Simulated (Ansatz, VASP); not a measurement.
## Cu in VASP and in Ansatz

```
Cu
1.0
    -2.53305    0.00023    0.00000
     0.00000   -0.00002   -4.13153
     0.00039   -4.32882   -0.00002
Cu
4
Direct
  0.49978 0.75000 0.16847
  0.99984 0.75000 0.66847
  0.00017 0.25000 0.33153
  0.50022 0.25000 0.83153
```

Alike in both runs: functional PBEsol; k mesh 14 × 8 × 8; occupations gaussian, width 0.15 eV; no spin polarisation.

Ansatz relaxed the structure, and its values are those at the end. VASP's run is a single point on that final structure, the one shown.

```csv
,VASP,Ansatz
version,VASP 6.6.1,Ansatz 0.2.0
potentials or method,"VASP PAW PBE potentials, release 64 (Cu), cutoff 520 eV","scalar-relativistic, plane waves, PAW"
valence electrons in the cell,44,76
```

```tsv
	VASP	Ansatz	Ansatz less VASP
gap on the k mesh at the Fermi level (eV)	none	none	-
pressure (GPa)	0.6	0.0	-0.57
rms of the force components (eV/Å)	0.003	0.003	+0.0001
```

VASP's potentials were made for PBE, not for PBEsol. A gap of «none» marks a metal or a gap that the smearing closes. VASP's potentials hold 44 valence electrons a cell and Ansatz's 76, so a difference there can come from the potentials and not from the codes.
